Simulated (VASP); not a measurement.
Write the native input for VASP 6.6.1 that does the following.

```yaml
Task: relaxation of shape and atoms at fixed volume
Functional: PBEsol
Potentials_or_basis: VASP PAW PBE potentials, release 64 (Ti_sv, B)
Cutoff: 600 eV
k_mesh: 18 × 18 × 14
Occupations: gaussian, width 0.1 eV
Spin: no spin polarisation
Dipole_correction: no
Further_INCAR_settings: ALGO = Normal; EDIFF = 1e-06; IBRION = 2; EDIFFG = -0.01; NSW = 50; ISIF = 4
```

The structure of TiB2 lies in POSCAR:

```
TiB2
1.0
    2.9594600186      0.0000000000      0.0000000000
   -1.4797300093      2.5629675576      0.0000000000
    0.0000000000      0.0000000000      3.1126593526
Ti B
1 2
Direct
    0.0000000000      0.0000000000      0.0000000000
    0.3333333333      0.6666666667      0.5000000000
    0.6666666667      0.3333333333      0.5000000000
```

These files were run (other wordings do the same):

INCAR

```
ALGO = Normal
EDIFF = 1E-6
EDIFFG = -0.01
ENCUT = 600
GGA = PS
IBRION = 2
ISIF = 4
ISMEAR = 0
LASPH = T
LCHARG = F
LREAL = F
LWAVE = F
NELM = 100
NSW = 50
PREC = Accurate
SIGMA = 0.1
```

KPOINTS

```
k-points
0
Gamma
  18 18 14
```

Potentials or basis: VASP PAW PBE potentials, release 64 (Ti_sv, B).

Command:

```sh
$ cat potpaw_PBE.64/Ti_sv/POTCAR potpaw_PBE.64/B/POTCAR > POTCAR
$ mpirun -np 1 vasp_std > vasp.out
```

It gave:

| Item | Value |
| --- | --- |
| Energy gained by relaxing | 0.1 meV/atom |
| Ionic steps | 2 |
| Pressure after relaxing | 18.7 GPa |
| Band gap on the k mesh | zero (bands 9 and 10 overlap by 0.69 eV) |

Caveat: the PAW data sets were made with another functional, which shifts forces and pressure a little.

It took 2.2 min on 1 thread of Intel Xeon 8259CL, with other jobs on the host, peak memory 0.24 GiB.
